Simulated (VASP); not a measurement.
Here is a VASP 6.6.1 calculation.

File INCAR:

```
SYSTEM = Y3N2
ALGO = Normal
EDIFF = 1E-7
ENCUT = 520
GGA = PE
ISIF = 2
ISMEAR = 0
LASPH = .True.
LCHARG = .False.
LREAL = .False.
LWAVE = .False.
NBANDS = 30
NELM = 100
PREC = Accurate
SIGMA = 0.1
```

KPOINTS

```
k-points
0
Gamma
  12 12 4
  0 0 0
```

POSCAR

```
Y3N2
1.0
    3.4165227895      0.0000000000      0.0000000000
   -1.7082613948      2.9587955283      0.0000000000
    0.0000000000      0.0000000000     12.7051612880
Y N
3 2
Direct
    0.0000000000      0.0000000000      0.2243407331
    0.0000000000      0.0000000000      0.7756592669
    0.0000000000      0.0000000000      0.5000000000
    0.0000000000      0.0000000000      0.0454339813
    0.0000000000      0.0000000000      0.9545660187
```

Potentials or basis: VASP PAW PBE potentials, release 64 (Y_sv, N).

The run is started by

```sh
$ cat potpaw_PBE.64/Y_sv/POTCAR potpaw_PBE.64/N/POTCAR > POTCAR
$ mpirun -np 1 vasp_std > vasp.out
```

Question: Predict the pressure.

Answer: 0.2 GPa.

Question: Predict the largest force.

Answer: 0.803 eV/Å.

Forces in eV/Å, atoms in the order of the input:
```
Y    0.000  0.000 -0.021
Y    0.000  0.000  0.021
Y    0.000  0.000  0.000
N    0.000  0.000  0.803
N    0.000  0.000 -0.803
```

Caveat: the standard files for N, O and F lose accuracy on very short bonds.
